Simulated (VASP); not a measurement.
# SrTiO3 (P4mm) in VASP: a series of runs

Runs on SrTiO3. Level: PBEsol. Tasks: single point.

Program: VASP 6.6.1. These are calculated values, not measurements. Logs are shortened: lines on timing, memory, paths and dates and some standing lists are left out, and cuts for length are marked.

## Step 1: The cell of the first run

Symmetry: P4mm, No. 99, tetragonal system. Conventional cell: a = 3.891 Å, b = 3.891 Å, c = 3.891 Å, α = 90.00°, β = 90.00°, γ = 90.00°. Sr (site symmetry 4mm) has 12 O at 2.75 Å and 8 Ti at 3.18 to 3.59 Å within 3.6 Å. Within 2.1 Å of Ti (site symmetry 4mm) lie 5 O at 1.59 to 1.98 Å. Within 2.1 Å of O (site symmetry 4mm) lie 1 Ti at 1.59 Å. Within 2.6 Å of O (site symmetry 2mm) lie 2 Ti at 1.98 Å.

## Step 2: Single point, PBEsol (atom 2 (Ti) moved -0.360 Å along Cartesian [1 0 0])

INCAR reads:

```
SYSTEM = SrTiO3
PREC = Accurate
ENCUT = 520
EDIFF = 1E-6
ISMEAR = 0
SIGMA = 0.05
LREAL = .False.
LASPH = .True.
NELM = 60
ALGO = Normal
ISIF = 2
LWAVE = .False.
LCHARG = .False.
GGA = PS
NBANDS = 28
```

KPOINTS reads:

```
regular mesh
0
Gamma
  8 8 8
  0 0 0
```

POSCAR reads:

```
SrTiO3
1.0
    3.8911201355      0.0000000000      0.0000000000
    0.0000000000      3.8911201355      0.0000000000
    0.0000000000      0.0000000000      3.8911201355
Sr Ti O
1 1 3
Direct
    0.0000000000      0.0000000000      0.0000000000
    0.4074816537      0.5000000000      0.5000000000
    0.0000000000      0.5000000000      0.5000000000
    0.5000000000      0.0000000000      0.5000000000
    0.5000000000      0.5000000000      0.0000000000
```

Potentials or basis: VASP PAW PBE potentials, release 64 (Sr_sv, Ti_sv, O).

Run with:

```bash
> cat potpaw_PBE.64/Sr_sv/POTCAR potpaw_PBE.64/Ti_sv/POTCAR potpaw_PBE.64/O/POTCAR > POTCAR
> mpirun -np 1 vasp_std > vasp.out
```

OUTCAR:

```text
SYSTEM = SrTiO3
   PREC = Accurate
   ENCUT = 520
   EDIFF = 1E-6
   ISMEAR = 0
   LREAL = .False.
   LASPH = .True.
   NELM = 60
   ISIF = 2
   GGA = PS

 ion  position               nearest neighbor table
   1  0.000  0.000  0.000-   3 2.75   4 2.75   5 2.75   3 2.75   4 2.75   3 2.75   5 2.75   3 2.75
                             4 2.75   5 2.75   4 2.75   5 2.75   2 3.18   2 3.18   2 3.18   2 3.18
   2  0.407  0.500  0.500-   3 1.59   4 1.98   5 1.98   5 1.98   4 1.98   3 2.31   1 3.18   1 3.18
                             1 3.18   1 3.18   1 3.59   1 3.59   1 3.59   1 3.59
   3  0.000  0.500  0.500-   2 1.59   2 2.31   1 2.75   1 2.75   1 2.75   1 2.75
   4  0.500  0.000  0.500-   2 1.98   2 1.98   1 2.75   1 2.75   1 2.75   1 2.75
   5  0.500  0.500  0.000-   2 1.98   2 1.98   1 2.75   1 2.75   1 2.75   1 2.75

  LATTYP: Found a simple cubic cell.
 ALAT       =     3.8911201355

  Lattice vectors:

 A1 = (   3.8911201355,   0.0000000000,   0.0000000000)
 A2 = (   0.0000000000,   3.8911201355,   0.0000000000)
 A3 = (   0.0000000000,   0.0000000000,   3.8911201355)

Analysis of symmetry for initial positions (statically):
=====================================================================
 Subroutine PRICEL returns:
 Original cell was already a primitive cell.

 Routine SETGRP: Setting up the symmetry group for a
 simple cubic supercell.

 Subroutine GETGRP returns: Found  8 space group operations
 (whereof  8 operations were pure point group operations)
 out of a pool of 48 trial point group operations.

The static configuration has the point symmetry C_4v.

Analysis of symmetry for dynamics (positions and initial velocities):
=====================================================================
 Subroutine PRICEL returns:
 Original cell was already a primitive cell.

 Routine SETGRP: Setting up the symmetry group for a
 simple cubic supercell.

 Subroutine GETGRP returns: Found  8 space group operations
 (whereof  8 operations were pure point group operations)
 out of a pool of 48 trial point group operations.

The dynamic configuration has the point symmetry C_4v.

 Subroutine INISYM returns: Found  8 space group operations
 (whereof  8 operations are pure point group operations),
 and found     1 'primitive' translations

----------------------------------------------------------------------------------------

                                     Primitive cell

  volume of cell :      58.9147

  direct lattice vectors                    reciprocal lattice vectors
     3.891120136  0.000000000  0.000000000     0.256995406  0.000000000  0.000000000
     0.000000000  3.891120136  0.000000000     0.000000000  0.256995406  0.000000000
     0.000000000  0.000000000  3.891120136     0.000000000  0.000000000  0.256995406

  length of vectors
     3.891120136  3.891120136  3.891120136     0.256995406  0.256995406  0.256995406

  position of ions in fractional coordinates (direct lattice)
     0.000000000  0.000000000  0.000000000
     0.407481654  0.500000000  0.500000000
     0.000000000  0.500000000  0.500000000
     0.500000000  0.000000000  0.500000000
     0.500000000  0.500000000  0.000000000

  ion indices of the primitive-cell ions
   primitive index   ion index
                 1           1
                 2           2
                 3           3
                 4           4
                 5           5

----------------------------------------------------------------------------------------

 KPOINTS: regular mesh

Automatic generation of k-mesh.
 Grid dimensions read from file:
 generate k-points for:    8    8    8

 Generating k-lattice:

  Cartesian coordinates                     Fractional coordinates (reciprocal lattice)
     0.032124426  0.000000000  0.000000000     0.125000000  0.000000000  0.000000000
     0.000000000  0.032124426  0.000000000     0.000000000  0.125000000  0.000000000
     0.000000000  0.000000000  0.032124426     0.000000000  0.000000000  0.125000000

  Length of vectors
     0.032124426  0.032124426  0.032124426

  Shift w.r.t. Gamma in fractional coordinates (k-lattice)
     0.000000000  0.000000000  0.000000000

 Subroutine IBZKPT returns following result:
 ===========================================

 Found     75 irreducible k-points:

 Following reciprocal coordinates:
            Coordinates               Weight
  0.000000  0.000000  0.000000      1.000000
  0.125000  0.000000  0.000000      2.000000
  0.000000  0.125000  0.000000      4.000000
  0.250000  0.000000  0.000000      2.000000
  0.000000  0.250000  0.000000      4.000000
  0.375000  0.000000  0.000000      2.000000
[... 16 lines left out ...]
  0.375000  0.250000  0.000000      8.000000
  0.000000  0.375000  0.250000      8.000000
 [... further k-points ...]
   k-points           NKPTS =     75   k-points in BZ     NKDIM =     75   number of bands    NBANDS=     28
   number of dos      NEDOS =    301   number of ions     NIONS =      5
   total plane-waves  NPLWV =  27000
   dimension x,y,z NGX =    30 NGY =   30 NGZ =   30
   dimension x,y,z NGXF=    60 NGYF=   60 NGZF=   60
   ions per type =               1   1   3
   NGX,Y,Z   is equivalent  to a cutoff of  12.82, 12.82, 12.82 a.u.
   NGXF,Y,Z  is equivalent  to a cutoff of  25.63, 25.63, 25.63 a.u.
 SYSTEM =  SrTiO3
   PREC   = accura    normal or accurate (medium, high low for compatibility)
   ISTART =      0    job   : 0-new  1-cont  2-samecut
   ICHARG =      2    charge: 1-file 2-atom 10-const
   ISPIN  =      1    spin polarized calculation?
   LNONCOLLINEAR =      F non collinear calculations
   LSORBIT =      F    spin-orbit coupling
   LASPH  =      T    aspherical Exc in radial PAW
   ENCUT  =  520.0 eV  38.22 Ry    6.18 a.u.   7.23  7.23  7.23*2*pi/ulx,y,z
   NELM   =     60;   NELMIN=  2; NELMDL= -5     # of ELM steps
   EDIFF  = 0.1E-05   stopping-criterion for ELM
   LREAL  =      F    real-space projection
   EDIFFG = 0.1E-04   stopping-criterion for IOM
   NSW    =      0    number of steps for IOM
   IBRION =     -1    ionic relax: 0-MD 1-quasi-New 2-CG
   NFREE  =      0    steps in history (QN), initial steepest desc. (CG)
   ISIF   =      2    stress and relaxation
   ISYM   =      2    0-nonsym 1-usesym 2-fastsym
   POTIM  = 0.5000    time-step for ionic-motion
   TEBEG  =    0.0;   TEEND  =   0.0 temperature during run
   PSTRESS=    0.0 pullay stress
   NELECT =      40.0000    total number of electrons
   NUPDOWN=      -1.0000    fix difference up-down
   EMIN   =  10.00;   EMAX   =-10.00  energy-range for DOS
   EFERMI =   0.00;   METHOD = LEGACY
   ISMEAR =     0;   SIGMA  =   0.05  broadening in eV -4-tet -1-fermi 0-gaus
   EFERMI_NEDOS =   21; number of points for ismear=-14 and -15
   IALGO  =     38    algorithm
   IMIX   =      4    mixing-type and parameters
     AMIX     =   0.40;   BMIX     =  1.00
     AMIX_MAG =   1.60;   BMIX_MAG =  1.00
  volume/ion in A,a.u.               =      11.78        79.52
  Fermi-wavevector in a.u.,A,eV,Ry     =   1.438865  2.719061 28.168602  2.070334
  Thomas-Fermi vector in A             =   2.557785
   LORBIT       =      0    0 simple, 1 ext, 2 COOP (PROOUT), +10 PAW based schemes
   GGA     = PS    functional components
   LHFCALC =     F    Hartree Fock is set to
   AEXX    =    0.0000 exact exchange contribution
   IVDW    =     0    specifies the selected vdW correction
   LEPSILON=     F    determine dielectric tensor
   LRPA    =     F    only Hartree local field effects (RPA)
 non-spin polarized calculation
 Gauss-broadening in eV      SIGMA  =   0.05
  energy-cutoff  :      520.00
  volume of cell :       58.91
 maximum number of plane-waves:      1622
 NGX is ok and might be reduce to    30
   NGX = 15   NGY = 15   NGZ = 15

 number of electron      40.0000015 magnetization

 Free energy of the ion-electron system (eV)
  ---------------------------------------------------
  ext. energy  EPLUGINS =         0.00000000
  ---------------------------------------------------
  free energy    TOTEN  =       -41.07483691 eV

  energy without entropy =      -41.07483691  energy(sigma->0) =      -41.07483691

 E-fermi :   4.8023     XC(G=0): -11.5593

 val. band max:        4.4251804702   @ k =   0.5000   0.5000   0.5000
 cond. band min:       6.3227849601   @ k =   0.0000   0.0000   0.0000
 fundamental gap:      1.8976044899
 Fermi energy:         4.8022726006

 k-point     1 :       0.0000    0.0000    0.0000
  band No.  band energies     occupation
      1     -51.4514      2.00000
      2     -28.6853      2.00000
      3     -28.4202      2.00000
      4     -27.7521      2.00000
      5     -27.7521      2.00000
      6     -13.3307      2.00000
[... 20 lines left out ...]
     27       9.9087      0.00000
     28      10.8034      0.00000

 k-point     2 :       0.1250    0.0000    0.0000
  band No.  band energies     occupation
      1     -51.4511      2.00000
      2     -28.6916      2.00000
      3     -28.4218      2.00000
      4     -27.7516      2.00000
      5     -27.7516      2.00000
      6     -13.2746      2.00000
[... 20 lines left out ...]
     27      10.2059      0.00000
     28      11.2395      0.00000

 k-point     3 :       0.0000    0.1250    0.0000
  band No.  band energies     occupation
      1     -51.4511      2.00000
      2     -28.6818      2.00000
      3     -28.4232      2.00000
      4     -27.7594      2.00000
      5     -27.7516      2.00000
      6     -13.3656      2.00000
[... 20 lines left out ...]
     27      10.2375      0.00000
     28      10.8932      0.00000

 k-point     4 :       0.2500    0.0000    0.0000
  band No.  band energies     occupation
      1     -51.4504      2.00000
      2     -28.7081      2.00000
      3     -28.4239      2.00000
      4     -27.7502      2.00000
      5     -27.7502      2.00000
      6     -13.1970      2.00000
[... 20 lines left out ...]
     27      11.0117      0.00000
     28      12.2107      0.00000

 k-point     5 :       0.0000    0.2500    0.0000
  band No.  band energies     occupation
      1     -51.4505      2.00000
      2     -28.6734      2.00000
      3     -28.4305      2.00000
      4     -27.7764      2.00000
      5     -27.7505      2.00000
      6     -13.4682      2.00000
[... 20 lines left out ...]
     27      10.6576      0.00000
     28      11.5196      0.00000

 k-point     6 :       0.3750    0.0000    0.0000
  band No.  band energies     occupation
      1     -51.4498      2.00000
      2     -28.7263      2.00000
      3     -28.4243      2.00000
      4     -27.7489      2.00000
      5     -27.7489      2.00000
      6     -13.2291      2.00000
[... 463 lines left out ...]
      5     -27.7486      2.00000
      6     -13.1819      2.00000
[... 20 lines left out ...]
     27      11.4842      0.00000
     28      12.3269      0.00000

 k-point    22 :       0.0000    0.2500    0.2500
  band No.  band energies     occupation
      1     -51.4496      2.00000
      2     -28.6564      2.00000
      3     -28.4344      2.00000
      4     -27.7887      2.00000
      5     -27.7747      2.00000
      6     -13.3840      2.00000
[... 20 lines left out ...]
     27      11.2680      0.00000
     28      11.9211      0.00000

 k-point    23 :       0.3750    0.2500    0.0000
  band No.  band energies     occupation
      1     -51.4489      2.00000
      2     -28.6868      2.00000
      3     -28.4576      2.00000
      4     -27.7811      2.00000
      5     -27.7473      2.00000
      6     -12.9957      2.00000
[... 20 lines left out ...]
     27      12.2093      0.00000
     28      12.6350      0.00000

 k-point    24 :       0.0000    0.3750    0.2500
  band No.  band energies     occupation
      1     -51.4490      2.00000
      2     -28.6442      2.00000
      3     -28.4377      2.00000
      4     -27.8045      2.00000
      5     -27.7842      2.00000
      6     -13.3618      2.00000
[... 20 lines left out ...]
     27      11.9126      0.00000
     28      12.2469      0.00000

 [... further k-points ...]

------------------------ aborting loop because EDIFF is reached ----------------------------------------

  FORCE on cell =-STRESS in cart. coord.  units (eV):
  Direction    XX          YY          ZZ          XY          YZ          ZX
  --------------------------------------------------------------------------------------
  -------------------------------------------------------------------------------------
  Total       11.5260737      0.8434437      0.8434437      0.0000000     -0.0000000      0.0000000
  in kB      313.4498426     22.9373259     22.9373259      0.0000000     -0.0000000      0.0000000
  external PRESSURE =     119.7748315 kB  Pullay stress =       0.0000000 kB

 VOLUME and BASIS-vectors are now :
 -----------------------------------------------------------------------------
  energy-cutoff  :      520.00
  volume of cell :       58.91
      direct lattice vectors                 reciprocal lattice vectors
     3.891120136  0.000000000  0.000000000     0.256995406  0.000000000  0.000000000
     0.000000000  3.891120136  0.000000000     0.000000000  0.256995406  0.000000000
     0.000000000  0.000000000  3.891120136     0.000000000  0.000000000  0.256995406

 POSITION                                       TOTAL-FORCE (eV/Angst)
 -----------------------------------------------------------------------------------
      0.00000      0.00000      0.00000        -1.129785      0.000000     -0.000000
      1.58556      1.94556      1.94556         9.027181     -0.000000      0.000000
      0.00000      1.94556      1.94556        -6.770702      0.000000     -0.000000
      1.94556      0.00000      1.94556        -0.563347      0.000000     -0.000000
      1.94556      1.94556      0.00000        -0.563347      0.000000     -0.000000
 -----------------------------------------------------------------------------------
    total drift:                               -0.000627      0.000000      0.000001

  FREE ENERGIE OF THE ION-ELECTRON SYSTEM (eV)
  ---------------------------------------------------
  free  energy   TOTEN  =       -41.0748369069 eV

  energy  without entropy=      -41.0748369069  energy(sigma->0) =      -41.07483691
```

Wall time 3.8 min (1 thread of Intel Xeon 8259CL, shared host); peak memory 0.26 GiB.

Results:

```yaml
Free_energy: -41.0748 eV
Pressure: 12.0 GPa
Largest_force: 9.027 eV/Å
Band_gap_on_the_k_mesh: 1.90 eV (least direct gap 2.64 eV)
```

Forces in eV/Å, atoms in the order of the input:
```
Sr  -1.130  0.000  0.000
Ti   9.027  0.000  0.000
O   -6.771  0.000  0.000
O   -0.563  0.000  0.000
O   -0.563  0.000  0.000
```

Stress tensor (GPa, compression positive):
```
31.34  0.00  0.00
 0.00  2.29  0.00
 0.00  0.00  2.29
```

Caveat: the cell differs from its parent crystal (atom 2 (Ti) moved -0.360 Å along Cartesian [1 0 0]); the cell stands under pressure; the PAW data sets were made with another functional, which shifts forces and pressure a little.

## Step 3: Single point, PBEsol (atom 2 (Ti) moved +0.240 Å along Cartesian [1 0 0])

INCAR reads:

```
SYSTEM = SrTiO3
ALGO = Normal
EDIFF = 1E-6
ENCUT = 520
GGA = PS
ISIF = 2
ISMEAR = 0
LASPH = .True.
LCHARG = .False.
LREAL = .False.
LWAVE = .False.
NBANDS = 28
NELM = 60
PREC = Accurate
SIGMA = 0.05
```

KPOINTS reads:

```
k-points
0
Gamma
  8 8 8
  0 0 0
```

POSCAR: that of step 2 with these lines changed.

```diff
@@ -9,3 +9,3 @@
     0.0000000000      0.0000000000      0.0000000000
-    0.4074816537      0.5000000000      0.5000000000
+    0.5616788975      0.5000000000      0.5000000000
     0.0000000000      0.5000000000      0.5000000000
```

Potentials or basis: VASP PAW PBE potentials, release 64 (Sr_sv, Ti_sv, O).

Run with:

```bash
> cat potpaw_PBE.64/Sr_sv/POTCAR potpaw_PBE.64/Ti_sv/POTCAR potpaw_PBE.64/O/POTCAR > POTCAR
> mpirun -np 1 vasp_std > vasp.out
```

It took 3.2 min on 1 thread of Intel Xeon 8259CL, shared host; peak memory 0.26 GiB.

Results (log left out):

```
Free energy            : -41.7740 eV
Pressure               : 5.1 GPa
Largest force          : 3.275 eV/Å
Band gap on the k mesh : 1.88 eV (least direct gap 2.57 eV)
```

Forces in eV/Å, atoms in the order of the input:
```
Sr   0.745  0.000  0.000
Ti  -3.275  0.000  0.000
O    2.117  0.000  0.000
O    0.206  0.000  0.000
O    0.206  0.000  0.000
```

Stress tensor (GPa, compression positive):
```
12.67  0.00  0.00
 0.00  1.27  0.00
 0.00  0.00  1.27
```

Levels at points of the mesh, in eV from the valence-band top:
```tsv
k point	band 17	band 18	band 19	band 20	band 21	band 22	band 23	band 24
(0.00, 0.00, 0.00)	-1.36	-1.04	-0.69	-0.69	1.88	2.81	2.81	4.65
(0.50, 0.00, 0.00)	-2.46	-2.25	-0.76	-0.76	2.08	4.30	4.30	4.65
(0.00, 0.50, 0.00)	-2.37	-1.98	-1.66	-1.26	3.01	3.79	4.00	5.00
(0.50, 0.50, 0.00)	-1.79	-1.66	-1.61	-0.46	3.85	4.33	4.41	5.57
(0.00, 0.50, 0.50)	-2.16	-2.16	-1.86	-0.10	4.02	4.02	4.24	5.26
(0.50, 0.50, 0.50)	-3.76	-0.35	-0.35	0.00	4.42	4.57	4.57	6.27
```

Caveat: the cell differs from its parent crystal (atom 2 (Ti) moved +0.240 Å along Cartesian [1 0 0]); the cell stands under pressure; the PAW data sets were made with another functional, which shifts forces and pressure a little.

## Step 4: Single point, PBEsol (atom 2 (Ti) moved +0.540 Å along Cartesian [1 0 0])

INCAR reads:

```
ALGO = Normal
EDIFF = 1E-6
ENCUT = 520
GGA = PS
ISIF = 2
ISMEAR = 0
LASPH = T
LCHARG = F
LREAL = F
LWAVE = F
NBANDS = 28
NELM = 80
PREC = Accurate
SIGMA = 0.05
```

KPOINTS reads:

```
k-points
0
Gamma
  8 8 8
```

POSCAR: that of step 3 with these lines changed.

```diff
@@ -9,3 +9,3 @@
     0.0000000000      0.0000000000      0.0000000000
-    0.5616788975      0.5000000000      0.5000000000
+    0.6387775194      0.5000000000      0.5000000000
     0.0000000000      0.5000000000      0.5000000000
```

Run with:

```bash
> cat potpaw_PBE.64/Sr_sv/POTCAR potpaw_PBE.64/Ti_sv/POTCAR potpaw_PBE.64/O/POTCAR > POTCAR
> mpirun -np 1 vasp_std > vasp.out
```

Wall time 2.4 min (1 thread of Intel Xeon 8259CL, shared host); peak memory 0.26 GiB.

It converged, with:

```yaml
Free_energy: -37.9784 eV
Pressure: 33.3 GPa
Largest_force: 28.177 eV/Å
Band_gap_on_the_k_mesh: 1.84 eV (least direct gap 2.57 eV)
```

Forces in eV/Å, atoms in the order of the input:
```
Sr    1.655   0.000   0.000
Ti  -28.177   0.000   0.000
O    23.940   0.000   0.000
O     1.291   0.000   0.000
O     1.291   0.000   0.000
```

Stress tensor (GPa, compression positive):
```
88.88  0.00  0.00
 0.00  5.51  0.00
 0.00  0.00  5.51
```

Levels at points of the mesh, in eV from the valence-band top:
```csv
k point,band 16,band 17,band 18,band 19,band 20,band 21,band 22,band 23,band 24,band 25
"(0.00, 0.00, 0.00)",-2.98,-2.49,-1.83,-0.73,-0.73,1.84,3.71,3.89,4.91,4.91
"(0.50, 0.00, 0.00)",-2.99,-2.85,-2.33,-0.79,-0.79,2.08,5.07,5.71,5.86,5.86
"(0.00, 0.50, 0.00)",-2.55,-2.44,-2.42,-2.19,-1.81,3.45,4.70,5.36,5.39,5.92
"(0.50, 0.50, 0.00)",-2.80,-1.95,-1.87,-1.63,-1.59,3.69,5.23,5.36,6.01,6.55
"(0.00, 0.50, 0.50)",-3.16,-2.46,-2.46,-2.20,-0.12,3.83,4.62,4.83,4.83,6.92
"(0.50, 0.50, 0.50)",-3.59,-3.12,-1.25,-1.25,0.00,3.83,4.89,5.10,5.10,6.70
```

Caveat: the cell differs from its parent crystal (atom 2 (Ti) moved +0.540 Å along Cartesian [1 0 0]); atoms lie so close that the PAW spheres overlap strongly, which falsifies energies and pressures; the cell stands under pressure; the PAW data sets were made with another functional, which shifts forces and pressure a little. A k mesh can miss the band edges.

[end of part 1 of 2]
